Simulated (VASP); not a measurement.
# ErO (F-43m) in VASP: further runs

The runs below take ErO through single point, relaxation of cell and atoms, with PBE.

Program: VASP 6.6.1. These are calculated values, not measurements. Logs are shortened: lines on timing, memory, paths and dates and some standing lists are left out, and cuts for length are marked.

### 1 The cell of the first run

The structure is cubic, space group F-43m (No. 216). Conventional cell: a = 5.197 Å, b = 5.197 Å, c = 5.197 Å, α = 90.00°, β = 90.00°, γ = 90.00°. Within 3.0 Å of Er (site symmetry -43m) lie 4 O at 2.25 Å. O (site symmetry -43m) has 4 Er at 2.25 Å within 3.0 Å.

The cell was built from a structure type or drawn by symmetry, and may not be a known phase.

### 2 Single point, PBE

INCAR

```
PREC     = Accurate       # precision mode
ENCUT    = 600            # plane-wave cutoff, eV
EDIFF    = 1E-6           # SCF threshold, eV
ISMEAR   = 0              # smearing method
SIGMA    = 0.1            # smearing width, eV
LREAL    = F              # projectors in reciprocal space
LASPH    = T              # aspherical terms in the spheres
NELM     = 200            # most SCF steps
ALGO     = Normal         # electronic algorithm
ISIF     = 2              # what is computed and relaxed
LWAVE    = F              # write WAVECAR
LCHARG   = T              # write CHGCAR
GGA      = PE             # functional
LELF     = T              # ELF
LVHAR    = T            
NBANDS   = 14             # bands
GGA_COMPAT= F            
LMAXMIX  = 6              # l up to which the mixer works
```

KPOINTS

```
Automatic mesh
0
Gamma
  6 6 6
```

POSCAR

```
ErO
1.0
    0.0000000000      2.5984465224      2.5984465224
    2.5984465224      0.0000000000      2.5984465224
    2.5984465224      2.5984465224      0.0000000000
Er O
1 1
Direct
    0.7500000000      0.7500000000      0.7500000000
    0.0000000000      0.0000000000      0.0000000000
```

Potentials or basis: VASP PAW PBE potentials, release 64 (Er_3, O), 4f in core.

Launch:

```console
$ cat potpaw_PBE.64/Er_3/POTCAR potpaw_PBE.64/O/POTCAR > POTCAR
$ mpirun -np 1 vasp_std > vasp.out
```

OUTCAR:

```text
PREC = Accurate
   ENCUT = 600
   EDIFF = 1E-6
   ISMEAR = 0
   LREAL = F
   LASPH = T
   NELM = 200
   ISIF = 2
   GGA = PE

 ion  position               nearest neighbor table
   1  0.750  0.750  0.750-   2 2.25   2 2.25   2 2.25   2 2.25
   2  0.000  0.000  0.000-   1 2.25   1 2.25   1 2.25   1 2.25

  LATTYP: Found a face centered cubic cell.
 ALAT       =     5.1968930448

  Lattice vectors:

 A1 = (   0.0000000000,   2.5984465224,   2.5984465224)
 A2 = (   2.5984465224,   0.0000000000,   2.5984465224)
 A3 = (   2.5984465224,   2.5984465224,   0.0000000000)

Analysis of symmetry for initial positions (statically):
=====================================================================
 Subroutine PRICEL returns:
 Original cell was already a primitive cell.

 Routine SETGRP: Setting up the symmetry group for a
 face centered cubic supercell.

 Subroutine GETGRP returns: Found 24 space group operations
 (whereof 24 operations were pure point group operations)
 out of a pool of 48 trial point group operations.

The static configuration has the point symmetry T_d .

Analysis of symmetry for dynamics (positions and initial velocities):
=====================================================================
 Subroutine PRICEL returns:
 Original cell was already a primitive cell.

 Routine SETGRP: Setting up the symmetry group for a
 face centered cubic supercell.

 Subroutine GETGRP returns: Found 24 space group operations
 (whereof 24 operations were pure point group operations)
 out of a pool of 48 trial point group operations.

The dynamic configuration has the point symmetry T_d .

 Subroutine INISYM returns: Found 24 space group operations
 (whereof 24 operations are pure point group operations),
 and found     1 'primitive' translations

----------------------------------------------------------------------------------------

                                     Primitive cell

  volume of cell :      35.0890

  direct lattice vectors                    reciprocal lattice vectors
     0.000000000  2.598446522  2.598446522    -0.192422663  0.192422663  0.192422663
     2.598446522  0.000000000  2.598446522     0.192422663 -0.192422663  0.192422663
     2.598446522  2.598446522  0.000000000     0.192422663  0.192422663 -0.192422663

  length of vectors
     3.674758313  3.674758313  3.674758313     0.333285829  0.333285829  0.333285829

  position of ions in fractional coordinates (direct lattice)
     0.750000000  0.750000000  0.750000000
     0.000000000  0.000000000  0.000000000

  ion indices of the primitive-cell ions
   primitive index   ion index
                 1           1
                 2           2

[... 78 lines left out ...]
   EFERMI_NEDOS =   21; number of points for ismear=-14 and -15
   IALGO  =     38    algorithm
   IMIX   =      4    mixing-type and parameters
     AMIX     =   0.40;   BMIX     =  1.00
     AMIX_MAG =   1.60;   BMIX_MAG =  1.00
  volume/ion in A,a.u.               =      17.54       118.40
  Fermi-wavevector in a.u.,A,eV,Ry     =   1.233242  2.330489 20.692892  1.520885
  Thomas-Fermi vector in A             =   2.367980
   LORBIT       =      0    0 simple, 1 ext, 2 COOP (PROOUT), +10 PAW based schemes
   GGA     = PE    functional components
   LHFCALC =     F    Hartree Fock is set to
   AEXX    =    0.0000 exact exchange contribution
   IVDW    =     0    specifies the selected vdW correction
   LEPSILON=     F    determine dielectric tensor
   LRPA    =     F    only Hartree local field effects (RPA)
 non-spin polarized calculation
 Gauss-broadening in eV      SIGMA  =   0.10
  energy-cutoff  :      600.00
  volume of cell :       35.09
 maximum number of plane-waves:      1211
 NGX is ok and might be reduce to    30
   NGX = 15   NGY = 15   NGZ = 15

 number of electron      15.0000001 magnetization

 Free energy of the ion-electron system (eV)
  ---------------------------------------------------
  ext. energy  EPLUGINS =         0.00000000
  ---------------------------------------------------
  free energy    TOTEN  =       -14.88243799 eV

  energy without entropy =      -14.88086472  energy(sigma->0) =      -14.88165135

 E-fermi :   4.6029     XC(G=0): -10.3015

 val. band max:        4.4801754393   @ k =   0.3333   0.3333   0.0000
 cond. band min:       4.7465221790   @ k =   0.5000   0.3333   0.1667
 fundamental gap:      0.2663467396
 Fermi energy:         4.6029220623

 k-point     1 :       0.0000    0.0000    0.0000
  band No.  band energies     occupation
      1     -20.4368      2.00000
      2     -20.4368      2.00000
      3     -20.4368      2.00000
      4     -15.5582      2.00000
      5      -1.5879      2.00000
      6      -1.5879      2.00000
      7      -1.5879      2.00000
      8       2.2968      2.00000
      9       7.7699      0.00000
     10       7.7699      0.00000
     11       9.8803      0.00000
     12       9.8803      0.00000
     13       9.8803      0.00000
     14      16.9199      0.00000
[... 241 lines left out ...]
      1     -21.2240      2.00000
      2     -20.7083      2.00000
      3     -20.6314      2.00000
      4     -14.5207      2.00000
      5      -1.8800      2.00000
      6      -0.9391      2.00000
      7      -0.4791      2.00000
      8       4.1208      2.00000
      9       5.7331      0.00000
     10       8.6975      0.00000
     11       9.8314      0.00000
     12      10.9466      0.00000
     13      13.1077      0.00000
     14      13.2592      0.00000

------------------------ aborting loop because EDIFF is reached ----------------------------------------

  FORCE on cell =-STRESS in cart. coord.  units (eV):
  Direction    XX          YY          ZZ          XY          YZ          ZX
  --------------------------------------------------------------------------------------
  -------------------------------------------------------------------------------------
  Total        0.3034448      0.3034448      0.3034448      0.0000000     -0.0000000      0.0000000
  in kB       13.8553946     13.8553946     13.8553946      0.0000000     -0.0000000      0.0000000
  external PRESSURE =      13.8553946 kB  Pullay stress =       0.0000000 kB

 VOLUME and BASIS-vectors are now :
 -----------------------------------------------------------------------------
  energy-cutoff  :      600.00
  volume of cell :       35.09
      direct lattice vectors                 reciprocal lattice vectors
     0.000000000  2.598446522  2.598446522    -0.192422663  0.192422663  0.192422663
     2.598446522  0.000000000  2.598446522     0.192422663 -0.192422663  0.192422663
     2.598446522  2.598446522  0.000000000     0.192422663  0.192422663 -0.192422663

 POSITION                                       TOTAL-FORCE (eV/Angst)
 -----------------------------------------------------------------------------------
      3.89767      3.89767      3.89767        -0.000000     -0.000000     -0.000000
      0.00000      0.00000      0.00000         0.000000      0.000000      0.000000
 -----------------------------------------------------------------------------------
    total drift:                               -0.000000     -0.000000     -0.000000

  FREE ENERGIE OF THE ION-ELECTRON SYSTEM (eV)
  ---------------------------------------------------
  free  energy   TOTEN  =       -14.8824379852 eV

  energy  without entropy=      -14.8808647183  energy(sigma->0) =      -14.88165135
```

OSZICAR:

```text
N       E                     dE             d eps       ncg     rms          rms(c)
DAV:   1     0.512214127799E+02    0.51221E+02   -0.70055E+03   654   0.119E+03
DAV:   2    -0.141418470480E+02   -0.65363E+02   -0.60268E+02   762   0.368E+02
DAV:   3    -0.169313641851E+02   -0.27895E+01   -0.27795E+01   594   0.571E+01
DAV:   4    -0.169400973239E+02   -0.87331E-02   -0.87280E-02   660   0.271E+00
DAV:   5    -0.169403905342E+02   -0.29321E-03   -0.29321E-03   556   0.449E-01    0.262E+01
DAV:   6    -0.150430397985E+02    0.18974E+01   -0.93743E+00   720   0.323E+01    0.205E+01
DAV:   7    -0.148890268263E+02    0.15401E+00   -0.67828E-01   738   0.789E+00    0.131E+01
DAV:   8    -0.148834219548E+02    0.56049E-02   -0.87771E-02   648   0.354E+00    0.191E+00
DAV:   9    -0.148821646943E+02    0.12573E-02   -0.35786E-03   718   0.585E-01    0.181E-01
DAV:  10    -0.148824267549E+02   -0.26206E-03   -0.36158E-04   612   0.255E-01    0.584E-02
DAV:  11    -0.148824342329E+02   -0.74779E-05   -0.19732E-05   668   0.413E-02    0.219E-02
DAV:  12    -0.148824378725E+02   -0.36397E-05   -0.64234E-06   582   0.243E-02    0.501E-03
DAV:  13    -0.148824379852E+02   -0.11270E-06   -0.17867E-07   362   0.605E-03
   1 F= -.14882438E+02 E0= -.14881651E+02  d E =-.157327E-02
```

stdout:

```text
POSCAR found type information on POSCAR ErO
 POSCAR found :  2 types and       2 ions
 scaLAPACK will be used
 LDA part: xc-table for (Slater+PW92), standard interpolation
 POSCAR, INCAR and KPOINTS ok, starting setup
 FFT: planning ... GRIDC
 FFT: planning ... GRID_SOFT
 FFT: planning ... GRID
 WAVECAR not read
 entering main loop
```

It took 7.8 s on 1 thread of Intel Xeon 6975P-C (Granite Rapids), shared host; peak memory 0.17 GiB.

What came out:

```
Free energy            : -14.8824 eV
Pressure               : 1.4 GPa
Band gap on the k mesh : zero (an odd number of electrons rules out a gap without spin polarisation)
```

Levels at points of the mesh, in eV from the Fermi level:
```tsv
k point	band 6	band 7	band 8	band 9	band 10	band 11
(0.00, 0.00, 0.00)	-6.19	-6.19	-2.31	3.17	3.17	5.28
(0.50, 0.00, 0.00)	-5.78	-5.78	0.65	2.98	2.98	3.18
(0.50, 0.50, 0.00)	-5.09	-5.09	-0.46	1.30	4.91	5.40
```

Caveat: spin-orbit coupling is left out, which moves the levels of the heavy elements; the 4f electrons are frozen in the core, so they carry no moment and show no levels; an odd number of electrons without spin polarisation forces a metal; a magnetic or distorted state may lie lower; the run has no spin polarisation, though such a crystal can be magnetic.

### 3 Single point, PBE

This run uses another cell than the first one, of 19.99 Å³/atom.

Edit INCAR of step 2 so:

```diff
@@ -11,6 +11,4 @@
 LWAVE    = F              # write WAVECAR
-LCHARG   = T              # write CHGCAR
+LCHARG   = F              # write CHGCAR
 GGA      = PE             # functional
-LELF     = T              # ELF
-LVHAR    = T            
 NBANDS   = 14             # bands
```

KPOINTS

```
regular mesh
0
Gamma
  6 6 6
```

POSCAR

```
ErO
1.0
    0.0000000000      2.7138176600      2.7138176600
    2.7138176600      0.0000000000      2.7138176600
    2.7138176600      2.7138176600      0.0000000000
Er O
1 1
Direct
    0.7500000000      0.7500000000      0.7500000000
    0.0000000000      0.0000000000      0.0000000000
```

Potentials or basis: VASP PAW PBE potentials, release 64 (Er_3, O), 4f in core.

Launch:

```console
$ cat potpaw_PBE.64/Er_3/POTCAR potpaw_PBE.64/O/POTCAR > POTCAR
$ mpirun -np 1 vasp_std > vasp.out
```

OUTCAR:

```text
PREC = Accurate
   ENCUT = 600
   EDIFF = 1E-6
   ISMEAR = 0
   LREAL = F
   LASPH = T
   NELM = 200
   ISIF = 2
   GGA = PE

 ion  position               nearest neighbor table
   1  0.750  0.750  0.750-   2 2.35   2 2.35   2 2.35   2 2.35
   2  0.000  0.000  0.000-   1 2.35   1 2.35   1 2.35   1 2.35

  LATTYP: Found a face centered cubic cell.
 ALAT       =     5.4276353200

  Lattice vectors:

 A1 = (   0.0000000000,   2.7138176600,   2.7138176600)
 A2 = (   2.7138176600,   0.0000000000,   2.7138176600)
 A3 = (   2.7138176600,   2.7138176600,   0.0000000000)

Analysis of symmetry for initial positions (statically):
=====================================================================
 Subroutine PRICEL returns:
 Original cell was already a primitive cell.

 Routine SETGRP: Setting up the symmetry group for a
 face centered cubic supercell.

 Subroutine GETGRP returns: Found 24 space group operations
 (whereof 24 operations were pure point group operations)
 out of a pool of 48 trial point group operations.

The static configuration has the point symmetry T_d .

Analysis of symmetry for dynamics (positions and initial velocities):
[... 167 lines left out ...]
      8       1.4191      2.00000
      9       6.6393      0.00000
     10       6.6393      0.00000
     11       8.4089      0.00000
     12       8.4089      0.00000
     13       8.4089      0.00000
     14      15.0714      0.00000
[... 241 lines left out ...]
      1     -22.0951      2.00000
      2     -21.8274      2.00000
      3     -21.7808      2.00000
      4     -15.1275      2.00000
      5      -2.1120      2.00000
      6      -1.3398      2.00000
      7      -0.9556      2.00000
      8       3.3689      2.00000
      9       4.8897      0.00000
     10       7.4047      0.00000
     11       8.2734      0.00000
     12       9.2350      0.00000
     13      10.9574      0.00000
     14      11.2886      0.00000

------------------------ aborting loop because EDIFF is reached ----------------------------------------

  FORCE on cell =-STRESS in cart. coord.  units (eV):
  Direction    XX          YY          ZZ          XY          YZ          ZX
  --------------------------------------------------------------------------------------
  -------------------------------------------------------------------------------------
  Total       -2.6294125     -2.6294125     -2.6294125      0.0000000      0.0000000      0.0000000
  in kB     -105.3894933   -105.3894933   -105.3894933      0.0000000      0.0000000      0.0000000
  external PRESSURE =    -105.3894933 kB  Pullay stress =       0.0000000 kB

 VOLUME and BASIS-vectors are now :
 -----------------------------------------------------------------------------
  energy-cutoff  :      600.00
  volume of cell :       39.97
      direct lattice vectors                 reciprocal lattice vectors
     0.000000000  2.713817660  2.713817660    -0.184242297  0.184242297  0.184242297
     2.713817660  0.000000000  2.713817660     0.184242297 -0.184242297  0.184242297
     2.713817660  2.713817660  0.000000000     0.184242297  0.184242297 -0.184242297

 POSITION                                       TOTAL-FORCE (eV/Angst)
 -----------------------------------------------------------------------------------
      4.07073      4.07073      4.07073        -0.000000     -0.000000      0.000000
      0.00000      0.00000      0.00000         0.000000      0.000000     -0.000000
 -----------------------------------------------------------------------------------
    total drift:                                0.000000      0.000000      0.000000

  FREE ENERGIE OF THE ION-ELECTRON SYSTEM (eV)
  ---------------------------------------------------
  free  energy   TOTEN  =       -14.7260891952 eV

  energy  without entropy=      -14.7213770654  energy(sigma->0) =      -14.72373313
```

It took 6.6 s on 1 thread of Intel Xeon 6975P-C (Granite Rapids), shared host; peak memory 0.18 GiB.

What came out:

| Quantity | Value |
| --- | --- |
| Free energy | -14.7261 eV |
| Pressure | -10.5 GPa |
| Band gap on the k mesh | zero (an odd number of electrons rules out a gap without spin polarisation) |

Caveat: the cell stands under tension; spin-orbit coupling is left out, which moves the levels of the heavy elements; the 4f electrons are frozen in the core, so they carry no moment and show no levels; an odd number of electrons without spin polarisation forces a metal; a magnetic or distorted state may lie lower; the run has no spin polarisation, though such a crystal can be magnetic.

### 4 Relaxation of cell and atoms, PBE

This run uses another cell than the first one, of 19.99 Å³/atom.

INCAR

```
PREC = Accurate
ENCUT = 600
EDIFF = 1E-7
ISMEAR = 0
SIGMA = 0.1
LREAL = False
LASPH = True
NELM = 200
ALGO = Normal
ISIF = 3
LWAVE = False
LCHARG = False
GGA = PE
IBRION = 2
NSW = 90
EDIFFG = -0.04
GGA_COMPAT = False
NELMIN = 4
LMAXMIX = 6
```

KPOINTS

```
Automatic mesh
0
Gamma
  6 6 6
```

POSCAR is that of step 3.

Launch:

```console
$ cat potpaw_PBE.64/Er_3/POTCAR potpaw_PBE.64/O/POTCAR > POTCAR
$ mpirun -np 1 vasp_std > vasp.out
```

Run time: 16 s. Hardware: 1 thread of Intel Xeon 6975P-C (Granite Rapids), shared host; peak memory 0.19 GiB.

The run converged. Its results:

```yaml
Free_energy: -14.8901 eV
Relaxed_volume: 17.76 Å³/atom
Relaxed_cell: a = 3.690 Å, b = 3.690 Å, c = 3.690 Å, α = 60.00°, β = 60.00°, γ = 60.00°
Space_group_after_relaxing_to_0.1_Å: F-43m (No. 216)
Energy_gained_by_relaxing: 82.0 meV/atom
Ionic_steps: 3
Pressure_after_relaxing: -0.1 GPa
Band_gap_on_the_k_mesh: zero (an odd number of electrons rules out a gap without spin polarisation)
```

The path:
```csv
step,energy change (eV),largest force (eV/Å),pressure (GPa),volume (Å³)
1,0.0000,0.0000,-10.54,39.97
2,-0.0830,0.0000,10.43,32.84
3,-0.1640,0.0000,-0.09,35.52
```

Final structure:
```xyz
2
Lattice="0.0000 2.6091 2.6091 2.6091 0.0000 2.6091 2.6091 2.6091 0.0000" Properties=species:S:1:pos:R:3 pbc="T T T"
Er    3.9136    3.9136    3.9136
O     0.0000    0.0000    0.0000
```

Levels at points of the mesh, in eV from the Fermi level:
```
           k point  band 4  band 5  band 6  band 7  band 8  band 9  band 10  band 11
(0.00, 0.00, 0.00)  -20.10   -6.13   -6.13   -6.13   -2.31    3.14     3.14     5.22
(0.50, 0.00, 0.00)  -19.36   -6.07   -5.73   -5.73    0.65    2.95     2.95     3.14
(0.50, 0.50, 0.00)  -19.13   -6.89   -5.06   -5.06   -0.45    1.30     4.85     5.34
```

Caveat: spin-orbit coupling is left out, which moves the levels of the heavy elements; the 4f electrons are frozen in the core, so they carry no moment and show no levels; an odd number of electrons without spin polarisation forces a metal; a magnetic or distorted state may lie lower; the run has no spin polarisation, though such a crystal can be magnetic.

### 5 Single point, PBE

INCAR

```
  ALGO = Normal
  EDIFF = 1E-6
  ENCUT = 600
  GGA = PE
  GGA_COMPAT = F
  ISIF = 2
  ISMEAR = 0
  LASPH = T
  LCHARG = F
  LMAXMIX = 6
  LREAL = F
  LWAVE = F
  NBANDS = 14
  NELM = 200
  PREC = Accurate
  SIGMA = 0.1
```

KPOINTS

```
k-points
0
Gamma
  18 18 18
```

POSCAR

```
ErO
1.0
    0.0000000000      2.5999006638      2.5999006638
    2.5999006638      0.0000000000      2.5999006638
    2.5999006638      2.5999006638      0.0000000000
Er O
1 1
Direct
    0.2500000000      0.2500000000      0.2500000000
    0.0000000000      0.0000000000      0.0000000000
```

Launch:

```console
$ cat potpaw_PBE.64/Er_3/POTCAR potpaw_PBE.64/O/POTCAR > POTCAR
$ mpirun -np 1 vasp_std > vasp.out
```

It took 62 s on 1 thread of Intel Xeon 6975P-C (Granite Rapids), shared host; peak memory 0.27 GiB.

Results (log left out):

- Free energy: -14.8714 eV
- Pressure: 1.4 GPa
- Band gap on the k mesh: zero (an odd number of electrons rules out a gap without spin polarisation)

Levels at points of the mesh, in eV from the Fermi level:
| k point | band 6 | band 7 | band 8 | band 9 | band 10 | band 11 |
| --- | --- | --- | --- | --- | --- | --- |
| (0.00, 0.00, 0.00) | -6.15 | -6.15 | -2.28 | 3.18 | 3.18 | 5.29 |
| (0.50, 0.00, 0.00) | -5.75 | -5.75 | 0.68 | 2.99 | 2.99 | 3.20 |
| (0.50, 0.50, 0.00) | -5.06 | -5.06 | -0.44 | 1.32 | 4.92 | 5.41 |

Caveat: spin-orbit coupling is left out, which moves the levels of the heavy elements; the 4f electrons are frozen in the core, so they carry no moment and show no levels; an odd number of electrons without spin polarisation forces a metal; a magnetic or distorted state may lie lower; the run has no spin polarisation, though such a crystal can be magnetic.

(Continued in part 2 of 2.)
